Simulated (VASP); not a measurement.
A run of VASP 6.6.1:

The input INCAR:

```
PREC     = Accurate       # precision mode
ENCUT    = 520            # plane-wave cutoff, eV
EDIFF    = 1E-6           # SCF threshold, eV
ISMEAR   = 0              # smearing method
SIGMA    = 0.05           # smearing width, eV
LREAL    = False          # projectors in reciprocal space
LASPH    = True           # aspherical terms in the spheres
NELM     = 100            # most SCF steps
ALGO     = Normal         # electronic algorithm
ISIF     = 2              # what is computed and relaxed
LWAVE    = False          # write WAVECAR
LCHARG   = True           # write CHGCAR
GGA      = PE             # functional
LELF     = True           # ELF
LVHAR    = True         
NBANDS   = 11             # bands
```

The input KPOINTS:

```
regular mesh
0
Gamma
  10 10 10
```

File POSCAR:

```
AlN
1.0
    0.0000000000      2.2139149978      2.1253583978
    2.2139149978      0.0000000000      2.1253583978
    2.2139149978      2.2139149978      0.0000000000
Al N
1 1
Direct
    0.0000000000      0.0000000000      0.0000000000
    0.7500000000      0.7500000000      0.7500000000
```

Potentials or basis: VASP PAW PBE potentials, release 64 (Al, N).

Command:

```console
$ cat potpaw_PBE.64/Al/POTCAR potpaw_PBE.64/N/POTCAR > POTCAR
$ mpirun -np 1 vasp_std > vasp.out
```

Hardware: 1 thread of AMD EPYC 7R43 64-Core Processor (Zen 3), on a shared host.

**Question.** How long does it take, and how much memory?

**Answer.** It took 22 s on 1 thread of AMD EPYC 7R43 64-Core Processor (Zen 3), with other jobs on the host, peak memory 0.11 GiB. Counts: scf iterations 12, k points 102.
